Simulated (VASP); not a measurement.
Input of a VASP 6.6.1 run:

File INCAR:

```
SYSTEM = C
  PREC = Accurate
  ENCUT = 520
  EDIFF = 1E-7
  ISMEAR = 0
  SIGMA = 0.05
  LREAL = .FALSE.
  LASPH = .TRUE.
  NELM = 60
  ALGO = Normal
  ISIF = 2
  LWAVE = .FALSE.
  LCHARG = .FALSE.
  GGA = PE
  NBANDS = 36
```

KPOINTS

```
regular mesh
0
G
  12 12 2
  0 0 0
```

POSCAR

```
C
1.0
    2.3882000000      0.0000000000      0.0000000000
   -1.1941000000      2.0682418693      0.0000000000
    0.0000000000      0.0000000000     11.8077000000
C
12
Direct
    0.0000000000      0.0000000000      0.1868593266
    0.0000000000      0.0000000000      0.6868593266
    0.0000000000      0.0000000000      0.3131406734
    0.0000000000      0.0000000000      0.8131406734
    0.3333333333      0.6666666667      0.5207665411
    0.6666666667      0.3333333333      0.0207665411
    0.3333333333      0.6666666667      0.9792334589
    0.6666666667      0.3333333333      0.4792334589
    0.3333333333      0.6666666667      0.6450950823
    0.6666666667      0.3333333333      0.1450950823
    0.3333333333      0.6666666667      0.8549049177
    0.6666666667      0.3333333333      0.3549049177
```

Potentials or basis: VASP PAW PBE potentials, release 64 (C).

Command:

```sh
$ cat potpaw_PBE.64/C/POTCAR > POTCAR
$ mpirun -np 1 vasp_std > vasp.out
```

(1) What does it give for the pressure?

(2) Estimate the band gap on the k mesh.

(3) What does it give for the largest force?

Answers

(1) 93.5 GPa.

(2) 4.87 eV (least direct gap 5.78 eV).

(3) 0.181 eV/Å.

Caveat: the cell stands under pressure.
